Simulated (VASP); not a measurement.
Zn: single point with RPBE

Zn:

```
Zn
1.0
    -2.00841    1.68272    1.32223
     1.68272   -2.00841    1.32223
     3.35627    3.35627   -1.91873
Zn
2
Direct
  0.94632 0.05368 0.00000
  0.80368 0.19632 0.50000
```

```json
{
  "Program": "VASP 6.6.1",
  "Task": "single point",
  "Functional": "RPBE",
  "Potentials or basis": "VASP PAW PBE potentials, release 64 (Zn)",
  "Cutoff": "520 eV",
  "k mesh": "17 × 17 × 8",
  "Occupations": "fermi-dirac, width 0.1 eV",
  "Spin": "no spin polarisation",
  "Dipole correction": "no",
  "Further INCAR settings": "ALGO = Normal; EDIFF = 1e-07; NBANDS = 19"
}
```

| Item | Value |
| --- | --- |
| Pressure | 3.1 GPa |
| Largest force | 0.029 eV/Å |
| Band gap on the k mesh | zero (bands 12 and 13 overlap by 2.86 eV) |

Forces on the atoms (eV/Å):
```
Zn  -0.020  0.020  0.000
Zn   0.020 -0.020  0.000
```

Stress tensor (GPa, compression positive):
```
2.60 0.89 0.00
0.89 2.60 0.00
0.00 0.00 4.22
```

Levels at points of the mesh, in eV from the Fermi level:
| k point | band 8 | band 9 | band 10 | band 11 | band 12 | band 13 | band 14 | band 15 | band 16 | band 17 |
| --- | --- | --- | --- | --- | --- | --- | --- | --- | --- | --- |
| (0.00, 0.00, 0.00) | -7.53 | -7.43 | -7.24 | -7.01 | -2.53 | -0.52 | 12.02 | 12.94 | 14.93 | 17.40 |
| (0.00, 0.00, 0.50) | -7.54 | -7.22 | -7.22 | -7.19 | -7.19 | 8.75 | 8.75 | 13.11 | 13.11 | 16.76 |

It took 2.3 min on 1 thread of AMD EPYC 9R45 96-Core Processor (Zen 5) (shared host), peak memory 0.36 GiB.

Caveat: the cell stands under pressure; the PAW data sets were made with another functional, which shifts forces and pressure a little.
